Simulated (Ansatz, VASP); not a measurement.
# One calculation of Si, two programs

File INCAR:

```
PREC = Accurate
ENCUT = 520
EDIFF = 1E-6
ISMEAR = 0
SIGMA = 0.15
LREAL = False
LASPH = True
NELM = 80
ALGO = Normal
ISIF = 2
LWAVE = False
LCHARG = False
NBANDS = 16
```

The input KPOINTS:

```
regular mesh
0
Gamma
  26 26 6
```

File POSCAR:

```
Si
1.0
   -2.6084914272      0.0000000000      0.0000000000
   -1.3042457136     -2.2590198415      0.0000000000
   -0.5216982854      0.0000000000      9.8830448238
Si
4
Direct
   -0.1750000000      0.0000000000      0.8750000000
   -0.0250000000      0.0000000000      0.1250000000
   -0.0750000000      0.0000000000      0.3750000000
   -0.1250000000      0.0000000000      0.6250000000
```

Input for Ansatz:

```yaml
crystal:
  lattice:
    - [-2.6084914272, 0.0, 0.0]
    - [-1.3042457136, -2.2590198415, 0.0]
    - [-0.5216982854, 0.0, 9.8830448238]
  atoms:
    - { symbol: Si, position: [-0.175, 0.0, 0.875] }
    - { symbol: Si, position: [-0.025, 0.0, 0.125] }
    - { symbol: Si, position: [-0.075, 0.0, 0.375] }
    - { symbol: Si, position: [-0.125, 0.0, 0.625] }
basis:
  ecutwfc: 420
kpoints:
  mp_grid: { grid: [26, 26, 6] }
hamiltonian:
  xc: lda
scf:
  occupations: { method: gaussian, width: 0.15 }
output:
  forces: true
  stress: true
  eigenvalues: true
```

Alike in both runs: task single point; functional LDA; k mesh 26 × 26 × 6; occupations gaussian, width 0.15 eV; no spin polarisation.

|  | VASP | Ansatz |
| --- | --- | --- |
| version | VASP 6.6.1 | Ansatz 0.2.0 |
| potentials or method | VASP PAW LDA potentials, release 64 (Si), cutoff 520 eV | scalar-relativistic, plane waves, PAW |
| valence electrons in the cell | 16 | 16 |

```csv
,VASP,Ansatz,Ansatz less VASP
gap on the k mesh at the Fermi level (eV),none,none,-
pressure (GPa),-0.2,-0.2,-0.09
"traceless stress, the component that is largest in VASP (GPa)",3.62,3.62,-0.005
rms of the force components (eV/Å),0.107,0.106,-0.0004
```

LDA's correlation is that of Perdew and Zunger in VASP and of Perdew and Wang (1992) in Ansatz. Atom by atom the forces differ by 0.001 eV/Å (rms over components). A gap of «none» marks a metal or a gap that the smearing closes.
